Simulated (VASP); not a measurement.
# LiAg3Cl3 (Pm) in VASP: a series of runs

Runs on LiAg3Cl3. Level: PBE. Tasks: single point.

Program: VASP 6.6.1. These are calculated values, not measurements. Logs are shortened: lines on timing, memory, paths and dates and some standing lists are left out, and cuts for length are marked.

## (1) The cell of the first run

The structure is monoclinic, space group Pm (No. 6). The conventional cell has a = 6.914 Å, b = 3.384 Å, c = 7.015 Å, α = 90.00°, β = 118.60°, γ = 90.00°. Li (site symmetry m) has 5 Cl at 2.35 to 2.55 Å and 1 Ag at 3.18 Å within 3.2 Å. Within 3.7 Å of Ag (site symmetry m) lie 5 Cl at 2.77 to 3.57 Å and 5 Ag at 2.79 to 3.38 Å and 2 Li at 3.48 to 3.57 Å. Ag (site symmetry m) has 3 Cl at 2.67 to 2.77 Å and 5 Ag at 2.79 to 3.38 Å and 1 Li at 3.18 Å within 3.5 Å. Ag (site symmetry m) has 4 Cl at 2.70 to 3.67 Å and 6 Ag at 2.91 to 3.38 Å within 3.7 Å. Within 3.1 Å of Cl (site symmetry m) lie 1 Li at 2.35 Å and 3 Ag at 2.67 to 2.70 Å. Within 3.2 Å of Cl (site symmetry m) lie 2 Li at 2.45 Å and 3 Ag at 2.77 to 2.79 Å. Within 3.4 Å of Cl (site symmetry m) lie 2 Li at 2.55 Å and 4 Ag at 2.77 to 2.90 Å and 3 Cl at 3.38 Å.

The cell was built from a structure type or drawn by symmetry, and may not be a known phase.

## (2) Single point, PBE

The input, INCAR:

```
SYSTEM = LiAg3Cl3
PREC     = Accurate       ! precision mode
ENCUT    = 520            ! plane-wave cutoff, eV
EDIFF    = 1E-6           ! SCF threshold, eV
ISMEAR   = 0              ! smearing method
SIGMA    = 0.1            ! smearing width, eV
LREAL    = .FALSE.        ! projectors in reciprocal space
LASPH    = .TRUE.         ! aspherical terms in the spheres
NELM     = 60             ! most SCF steps
ALGO     = Normal         ! electronic algorithm
ISIF     = 2              ! what is computed and relaxed
LWAVE    = .FALSE.        ! write WAVECAR
LCHARG   = .FALSE.        ! write CHGCAR
GGA      = PE             ! functional
NBANDS   = 38             ! bands
```

The input, KPOINTS:

```
regular mesh
0
G
  3 6 3
  0 0 0
```

The input, POSCAR:

```
LiAg3Cl3
1.0
    7.1123260705      0.0000000000     -0.0580257463
    0.0000000000      3.3842484786      0.0000000000
   -3.6064148057      0.0000000000      6.0173532209
Li Ag Cl
1 3 3
Direct
    0.5491986243      0.5000000000      0.3271706283
   -0.0111419287      0.5000000000      0.8783212955
    0.6159757202      0.5000000000      0.9131731821
    0.9868572053      0.0000000000      0.2152017149
    0.3187983818      0.5000000000      0.4746870329
    0.8393458578      0.0000000000      0.5145945982
    0.3676661394      0.0000000000      0.0101515480
```

Potentials or basis: VASP PAW PBE potentials, release 64 (Li_sv, Ag, Cl).

Run with:

```
$ cat potpaw_PBE.64/Li_sv/POTCAR potpaw_PBE.64/Ag/POTCAR potpaw_PBE.64/Cl/POTCAR > POTCAR
$ mpirun -np 1 vasp_std > vasp.out
```

OUTCAR:

```text
SYSTEM = LiAg3Cl3
   PREC = Accurate
   ENCUT = 520
   EDIFF = 1E-6
   ISMEAR = 0
   LREAL = .FALSE.
   LASPH = .TRUE.
   NELM = 60
   ISIF = 2
   GGA = PE

 ion  position               nearest neighbor table
   1  0.549  0.500  0.327-   5 2.35   6 2.45   6 2.45   7 2.55   7 2.55
   2  0.989  0.500  0.878-   6 2.77   6 2.77   3 2.79   7 2.90   7 2.90   4 2.91   4 2.91
   3  0.616  0.500  0.913-   5 2.67   7 2.77   7 2.77   2 2.79   4 2.91   4 2.91
   4  0.987  0.000  0.215-   5 2.70   5 2.70   6 2.79   2 2.91   2 2.91   3 2.91   3 2.91
   5  0.319  0.500  0.475-   1 2.35   3 2.67   4 2.70   4 2.70
   6  0.839  0.000  0.515-   1 2.45   1 2.45   2 2.77   2 2.77   4 2.79
   7  0.368  0.000  0.010-   1 2.55   1 2.55   3 2.77   3 2.77   2 2.90   2 2.90

  LATTYP: Found a simple monoclinic cell.
 ALAT       =     6.9141158326
 B/A-ratio  =     0.4894694507
 C/A-ratio  =     1.0146378706
 COS(beta)  =    -0.4786253462

  Lattice vectors:

 A1 = (   3.5059112648,   0.0000000000,   5.9593274746)
 A2 = (   0.0000000000,  -3.3842484786,   0.0000000000)
 A3 = (   3.6064148057,   0.0000000000,  -6.0173532209)

Analysis of symmetry for initial positions (statically):
=====================================================================
 Subroutine PRICEL returns:
 Original cell was already a primitive cell.

 Routine SETGRP: Setting up the symmetry group for a
 simple monoclinic supercell.

 Subroutine GETGRP returns: Found  2 space group operations
 (whereof  2 operations were pure point group operations)
 out of a pool of  4 trial point group operations.

The static configuration has the point symmetry C_1h.

Analysis of symmetry for dynamics (positions and initial velocities):
=====================================================================
 Subroutine PRICEL returns:
 Original cell was already a primitive cell.

 Routine SETGRP: Setting up the symmetry group for a
 simple monoclinic supercell.

 Subroutine GETGRP returns: Found  2 space group operations
 (whereof  2 operations were pure point group operations)
 out of a pool of  4 trial point group operations.

The dynamic configuration has the point symmetry C_1h.

 Subroutine INISYM returns: Found  2 space group operations
 (whereof  2 operations are pure point group operations),
 and found     1 'primitive' translations

----------------------------------------------------------------------------------------

                                     Primitive cell

  volume of cell :     144.1288

  direct lattice vectors                    reciprocal lattice vectors
     7.112326070  0.000000000 -0.058025746     0.141291848  0.000000000  0.084681253
     0.000000000  3.384248479  0.000000000     0.000000000  0.295486577  0.000000000
    -3.606414806  0.000000000  6.017353221     0.001362487  0.000000000  0.167002610

  length of vectors
     7.112562767  3.384248479  7.015323766     0.164724925  0.295486577  0.167008168

  position of ions in fractional coordinates (direct lattice)
     0.549198624  0.500000000  0.327170628
     0.988858071  0.500000000  0.878321296
     0.615975720  0.500000000  0.913173182
     0.986857205  0.000000000  0.215201715
     0.318798382  0.500000000  0.474687033
     0.839345858  0.000000000  0.514594598
     0.367666139  0.000000000  0.010151548

  ion indices of the primitive-cell ions
   primitive index   ion index
                 1           1
                 2           2
                 3           3
                 4           4
                 5           5
                 6           6
                 7           7

----------------------------------------------------------------------------------------

 KPOINTS: regular mesh

Automatic generation of k-mesh.
 Grid dimensions read from file:
 generate k-points for:    3    6    3

 Generating k-lattice:

  Cartesian coordinates                     Fractional coordinates (reciprocal lattice)
     0.047097283  0.000000000  0.028227084     0.333333333  0.000000000  0.000000000
     0.000000000  0.049247763  0.000000000     0.000000000  0.166666667  0.000000000
     0.000454162  0.000000000  0.055667537    -0.000000000  0.000000000  0.333333333

  Length of vectors
     0.054908308  0.049247763  0.055669389

  Shift w.r.t. Gamma in fractional coordinates (k-lattice)
     0.000000000  0.000000000  0.000000000

 Subroutine IBZKPT returns following result:
 ===========================================

 Found     20 irreducible k-points:

 Following reciprocal coordinates:
            Coordinates               Weight
  0.000000  0.000000  0.000000      1.000000
  0.333333  0.000000 -0.000000      2.000000
  0.000000  0.166667  0.000000      2.000000
  0.333333  0.166667 -0.000000      4.000000
  0.000000  0.333333  0.000000      2.000000
  0.333333  0.333333 -0.000000      4.000000
[... 12 lines left out ...]
  0.333333  0.500000  0.333333      2.000000
 -0.333333  0.500000  0.333333      2.000000
   k-points           NKPTS =     20   k-points in BZ     NKDIM =     20   number of bands    NBANDS=     38
   number of dos      NEDOS =    301   number of ions     NIONS =      7
   total plane-waves  NPLWV =  81648
   dimension x,y,z NGX =    54 NGY =   28 NGZ =   54
   dimension x,y,z NGXF=   108 NGYF=   56 NGZF=  108
   ions per type =               1   3   3
   NGX,Y,Z   is equivalent  to a cutoff of  12.62, 13.75, 12.80 a.u.
   NGXF,Y,Z  is equivalent  to a cutoff of  25.24, 27.51, 25.59 a.u.
 SYSTEM =  LiAg3Cl3
   PREC   = accura    normal or accurate (medium, high low for compatibility)
   ISTART =      0    job   : 0-new  1-cont  2-samecut
   ICHARG =      2    charge: 1-file 2-atom 10-const
   ISPIN  =      1    spin polarized calculation?
   LNONCOLLINEAR =      F non collinear calculations
   LSORBIT =      F    spin-orbit coupling
   LASPH  =      T    aspherical Exc in radial PAW
   ENCUT  =  520.0 eV  38.22 Ry    6.18 a.u.  13.22  6.29 13.04*2*pi/ulx,y,z
   NELM   =     60;   NELMIN=  2; NELMDL= -5     # of ELM steps
   EDIFF  = 0.1E-05   stopping-criterion for ELM
   LREAL  =      F    real-space projection
   EDIFFG = 0.1E-04   stopping-criterion for IOM
   NSW    =      0    number of steps for IOM
   IBRION =     -1    ionic relax: 0-MD 1-quasi-New 2-CG
   NFREE  =      0    steps in history (QN), initial steepest desc. (CG)
   ISIF   =      2    stress and relaxation
   ISYM   =      2    0-nonsym 1-usesym 2-fastsym
   POTIM  = 0.5000    time-step for ionic-motion
   TEBEG  =    0.0;   TEEND  =   0.0 temperature during run
   PSTRESS=    0.0 pullay stress
   NELECT =      57.0000    total number of electrons
   NUPDOWN=      -1.0000    fix difference up-down
   EMIN   =  10.00;   EMAX   =-10.00  energy-range for DOS
   EFERMI =   0.00;   METHOD = LEGACY
   ISMEAR =     0;   SIGMA  =   0.10  broadening in eV -4-tet -1-fermi 0-gaus
   EFERMI_NEDOS =   21; number of points for ismear=-14 and -15
   IALGO  =     38    algorithm
   IMIX   =      4    mixing-type and parameters
     AMIX     =   0.40;   BMIX     =  1.00
     AMIX_MAG =   1.60;   BMIX_MAG =  1.00
  volume/ion in A,a.u.               =      20.59       138.95
  Fermi-wavevector in a.u.,A,eV,Ry     =   1.201664  2.270815 19.646750  1.443995
  Thomas-Fermi vector in A             =   2.337466
   LORBIT       =      0    0 simple, 1 ext, 2 COOP (PROOUT), +10 PAW based schemes
   GGA     = PE    functional components
   LHFCALC =     F    Hartree Fock is set to
   AEXX    =    0.0000 exact exchange contribution
   IVDW    =     0    specifies the selected vdW correction
   LEPSILON=     F    determine dielectric tensor
   LRPA    =     F    only Hartree local field effects (RPA)
 non-spin polarized calculation
 Gauss-broadening in eV      SIGMA  =   0.10
  energy-cutoff  :      520.00
  volume of cell :      144.13
 maximum number of plane-waves:      3907
 NGX is ok and might be reduce to    54
   NGX = 27   NGY = 13   NGZ = 27

 number of electron      56.9999994 magnetization

 Free energy of the ion-electron system (eV)
  ---------------------------------------------------
  ext. energy  EPLUGINS =         0.00000000
  ---------------------------------------------------
  free energy    TOTEN  =       -20.30384656 eV

  energy without entropy =      -20.29934433  energy(sigma->0) =      -20.30159544

 E-fermi :   3.4874     XC(G=0):  -9.6372

 val. band max:        3.4850035190   @ k =   0.3333   0.1667   0.3333
 cond. band min:       3.8076629034   @ k =  -0.3333   0.3333   0.3333
 fundamental gap:      0.3226593845
 Fermi energy:         3.4873856182

 k-point     1 :       0.0000    0.0000    0.0000
  band No.  band energies     occupation
      1     -41.5469      2.00000
      2     -11.6221      2.00000
      3     -11.2166      2.00000
      4     -11.1593      2.00000
      5      -1.5521      2.00000
      6      -1.3595      2.00000
[... 30 lines left out ...]
     37      12.4281      0.00000
     38      13.1357      0.00000

 k-point     2 :       0.3333    0.0000   -0.0000
  band No.  band energies     occupation
      1     -41.5469      2.00000
      2     -11.5564      2.00000
      3     -11.2548      2.00000
      4     -11.1952      2.00000
      5      -1.6873      2.00000
      6      -1.2885      2.00000
[... 30 lines left out ...]
     37      12.3602      0.00000
     38      12.9019      0.00000

 k-point     3 :       0.0000    0.1667    0.0000
  band No.  band energies     occupation
      1     -41.5464      2.00000
      2     -11.5226      2.00000
      3     -11.1358      2.00000
      4     -11.0818      2.00000
      5      -1.4035      2.00000
      6      -1.1732      2.00000
[... 30 lines left out ...]
     37      11.9783      0.00000
[... 617 lines left out ...]
 k-point    19 :       0.3333    0.5000    0.3333
  band No.  band energies     occupation
      1     -41.5448      2.00000
      2     -11.1331      2.00000
      3     -10.8993      2.00000
      4     -10.8775      2.00000
      5      -1.5252      2.00000
      6      -1.2301      2.00000
[... 30 lines left out ...]
     37      10.7045      0.00000
     38      11.6012      0.00000

 k-point    20 :      -0.3333    0.5000    0.3333
  band No.  band energies     occupation
      1     -41.5447      2.00000
      2     -11.1830      2.00000
      3     -10.8992      2.00000
      4     -10.8200      2.00000
      5      -1.5623      2.00000
      6      -1.2138      2.00000
[... 30 lines left out ...]
     37      10.7904      0.00000
     38      11.6066      0.00000

------------------------ aborting loop because EDIFF is reached ----------------------------------------

  FORCE on cell =-STRESS in cart. coord.  units (eV):
  Direction    XX          YY          ZZ          XY          YZ          ZX
  --------------------------------------------------------------------------------------
  -------------------------------------------------------------------------------------
  Total       -0.1408366     -0.1055634     -0.0765563      0.0000000      0.0000000     -0.0216638
  in kB       -1.5655811     -1.1734730     -0.8510217      0.0000000      0.0000000     -0.2408210
  external PRESSURE =      -1.1966919 kB  Pullay stress =       0.0000000 kB

 VOLUME and BASIS-vectors are now :
 -----------------------------------------------------------------------------
  energy-cutoff  :      520.00
  volume of cell :      144.13
      direct lattice vectors                 reciprocal lattice vectors
     7.112326070  0.000000000 -0.058025746     0.141291848  0.000000000  0.084681253
     0.000000000  3.384248479  0.000000000     0.000000000  0.295486577  0.000000000
    -3.606414806  0.000000000  6.017353221     0.001362487  0.000000000  0.167002610

 POSITION                                       TOTAL-FORCE (eV/Angst)
 -----------------------------------------------------------------------------------
      2.72617      1.69212      1.93683         0.008908      0.000000      0.009240
      3.86549      1.69212      5.22779        -0.002169      0.000000     -0.010414
      1.08774      1.69212      5.45914         0.001848      0.000000      0.002557
      6.24274      0.00000      1.23768         0.010366      0.000000      0.000824
      0.55548      1.69212      2.83786        -0.014074      0.000000     -0.006577
      4.11386      0.00000      3.04779         0.000056      0.000000      0.015966
      2.57835      0.00000      0.03975        -0.004934      0.000000     -0.011597
 -----------------------------------------------------------------------------------
    total drift:                                0.000606     -0.000000      0.000440

  FREE ENERGIE OF THE ION-ELECTRON SYSTEM (eV)
  ---------------------------------------------------
  free  energy   TOTEN  =       -20.3038465563 eV

  energy  without entropy=      -20.2993443289  energy(sigma->0) =      -20.30159544
```

Run time: 54 s. Hardware: 1 thread of Intel Xeon 6975P-C (Granite Rapids), shared host; peak memory 0.31 GiB.

What came out:

| Item | Value |
| --- | --- |
| Free energy | -20.3038 eV |
| Largest force | 0.016 eV/Å |
| Band gap on the k mesh | zero (an odd number of electrons rules out a gap without spin polarisation) |

Forces in eV/Å, atoms in the order of the input:
```
Li   0.009  0.000  0.009
Ag  -0.002  0.000 -0.010
Ag   0.002  0.000  0.003
Ag   0.010  0.000  0.001
Cl  -0.014  0.000 -0.007
Cl   0.000  0.000  0.016
Cl  -0.005  0.000 -0.012
```

Caveat: the cutoff is under 1.25 times the usual one of these potentials, so pressure, stress and relaxed cells hold a basis-set (Pulay) error; an odd number of electrons without spin polarisation forces a metal; a magnetic or distorted state may lie lower.

## (3) Single point, PBE

This run uses another cell than the first one, of 14.01 Å³/atom.

The input, INCAR:

```
  PREC = Accurate
  ENCUT = 520
  EDIFF = 1E-6
  ISMEAR = 0
  SIGMA = 0.1
  LREAL = F
  LASPH = T
  NELM = 80
  ALGO = Normal
  ISIF = 2
  LWAVE = F
  LCHARG = F
  GGA = PE
  NBANDS = 38
```

The input, KPOINTS:

```
regular mesh
0
Gamma
  3 6 3
```

The input, POSCAR:

```
LiAg3Cl3
1.0
    5.7983388400      0.0000000000      0.0000000000
    0.0000000000      3.3687770600      0.0000000000
   -2.8991694200      0.0000000000      5.0215087400
Li Ag Cl
1 3 3
Direct
    0.6667000000      0.5000000000      0.3333000000
    0.1912880200      0.5000000000      0.8087119800
    0.6174239700      0.5000000000      0.8087119800
    0.8087119800      0.0000000000      0.1912880200
    0.1912880200      0.5000000000      0.3825760300
    0.8087119800      0.0000000000      0.6174239700
    0.3825760300      0.0000000000      0.1912880200
```

Potentials or basis: VASP PAW PBE potentials, release 64 (Li_sv, Ag, Cl).

Run with:

```
$ cat potpaw_PBE.64/Li_sv/POTCAR potpaw_PBE.64/Ag/POTCAR potpaw_PBE.64/Cl/POTCAR > POTCAR
$ mpirun -np 1 vasp_std > vasp.out
```

OUTCAR:

```text
PREC = Accurate
   ENCUT = 520
   EDIFF = 1E-6
   ISMEAR = 0
   LREAL = F
   LASPH = T
   NELM = 80
   ISIF = 2
   GGA = PE

 ion  position               nearest neighbor table
   1  0.667  0.500  0.333-   4 2.21   4 2.21   7 2.21   7 2.21   6 2.21   6 2.21   3 2.91   2 2.91
                             2 2.91   3 2.91
   2  0.191  0.500  0.809-   3 2.47   5 2.47   6 2.55   6 2.55   7 2.55   7 2.55   1 2.91   1 2.91
                             3 3.33   4 3.55   4 3.55   4 3.55   4 3.55
   3  0.617  0.500  0.809-   2 2.47   5 2.47   6 2.55   6 2.55   4 2.55   4 2.55   1 2.91   1 2.91
                             2 3.33
   4  0.809  0.000  0.191-   1 2.21   1 2.21   7 2.47   6 2.47   5 2.55   5 2.55   3 2.55   3 2.55
[... 1030 lines left out ...]
  in kB      492.1784110    390.0550179    486.0081467      0.0000000      0.0000000    -17.5118891
  external PRESSURE =     456.0805252 kB  Pullay stress =       0.0000000 kB

 VOLUME and BASIS-vectors are now :
 -----------------------------------------------------------------------------
  energy-cutoff  :      520.00
  volume of cell :       98.09
      direct lattice vectors                 reciprocal lattice vectors
     5.798338840  0.000000000  0.000000000     0.172463188  0.000000000  0.099571668
     0.000000000  3.368777060  0.000000000     0.000000000  0.296843627  0.000000000
    -2.899169420  0.000000000  5.021508740     0.000000000  0.000000000  0.199143336

 POSITION                                       TOTAL-FORCE (eV/Angst)
 -----------------------------------------------------------------------------------
      2.89946      1.68439      1.67367        -1.286100      0.000000      0.325781
     -1.23544      1.68439      4.06095        -0.978333      0.000000      0.585676
      1.23544      1.68439      4.06095         1.273082      0.000000     -0.534038
      4.13461      0.00000      0.96055         2.975485      0.000000     -0.866456
      0.00000      1.68439      1.92111        -2.330324      0.000000      0.850440
      2.89917      0.00000      3.10040         1.067812      0.000000      3.350954
      1.66373      0.00000      0.96055        -0.721622      0.000000     -3.712357
 -----------------------------------------------------------------------------------
    total drift:                               -0.000195     -0.000000     -0.000200

  FREE ENERGIE OF THE ION-ELECTRON SYSTEM (eV)
  ---------------------------------------------------
  free  energy   TOTEN  =       -13.0132079261 eV

  energy  without entropy=      -13.0066378308  energy(sigma->0) =      -13.00992288
```

It took 31 s on 1 thread of Intel Xeon 6975P-C (Granite Rapids), shared host; peak memory 0.26 GiB.

Results:

| Property | Result |
| --- | --- |
| Free energy | -13.0132 eV |
| Largest force | 3.782 eV/Å |
| Band gap on the k mesh | zero (an odd number of electrons rules out a gap without spin polarisation) |

Forces on the atoms (eV/Å):
```
Li  -1.286  0.000  0.326
Ag  -0.978  0.000  0.586
Ag   1.273  0.000 -0.534
Ag   2.975  0.000 -0.866
Cl  -2.330  0.000  0.850
Cl   1.068  0.000  3.351
Cl  -0.722  0.000 -3.712
```

Caveat: the k points lie up to 0.42 Å⁻¹ apart, too coarse for converged energies and pressures of a metal; the cutoff is under 1.25 times the usual one of these potentials, so pressure, stress and relaxed cells hold a basis-set (Pulay) error; an odd number of electrons without spin polarisation forces a metal; a magnetic or distorted state may lie lower.
